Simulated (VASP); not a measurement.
# CdS: elastic constants with PBEsol

The system is CdS.

```
Cd S
1.0
     0.00000    2.75324    2.75324
     2.75324    0.00000    2.75324
     2.75324    2.75324    0.00000
Cd S
1 1
Direct
  0.00000 0.00000 0.00000
  0.50000 0.50000 0.50000
```

```json
{
  "Program": "VASP 6.6.1",
  "Task": "elastic constants",
  "Functional": "PBEsol",
  "Potentials or basis": "VASP PAW PBE potentials, release 64 (Cd, S)",
  "Cutoff": "600 eV",
  "k mesh": "6 × 6 × 6",
  "Occupations": "fermi-dirac, width 0.05 eV",
  "Spin": "no spin polarisation",
  "Dipole correction": "no",
  "Ions in elastic constants": "relaxed",
  "Further INCAR settings": "ALGO = Normal; EDIFF = 1e-08; NBANDS = 16; IBRION = 6; POTIM = 0.015; NSW = 1; ISIF = 3"
}
```

```yaml
Elastic_constants_C11_C12_C44: 105, 50, 32 GPa
Voigt_bulk_modulus: 69 GPa
Highest_phonon_frequency_at_Γ_LO-TO_splitting_left_out: 109 cm⁻¹
```

Phonon frequencies in cm⁻¹ (negative: imaginary):
```csv
q point,frequencies
"(0.000, 0.000, 0.000)",0 0 0 109 109 109
```

Elastic tensor in Voigt notation (GPa, in the Cartesian axes of the cell as first typed):
```
105  50  50   0   0   0
 50 105  50   0   0   0
 50  50 105   0   0   0
  0   0   0  32   0   0
  0   0   0   0  32   0
  0   0   0   0   0  32
```

Clamped-ion elastic tensor (GPa):
```
105  50  50   0   0   0
 50 105  50   0   0   0
 50  50 105   0   0   0
  0   0   0  32   0   0
  0   0   0   0  32   0
  0   0   0   0   0  32
```

It took 4.7 min on 1 thread of AMD EPYC 7R13 Processor (Zen 3), on a shared host, peak memory 0.22 GiB.

Caveat: the cell is under stress, which shifts elastic constants; the PAW data sets were made with another functional, which shifts forces and pressure a little.
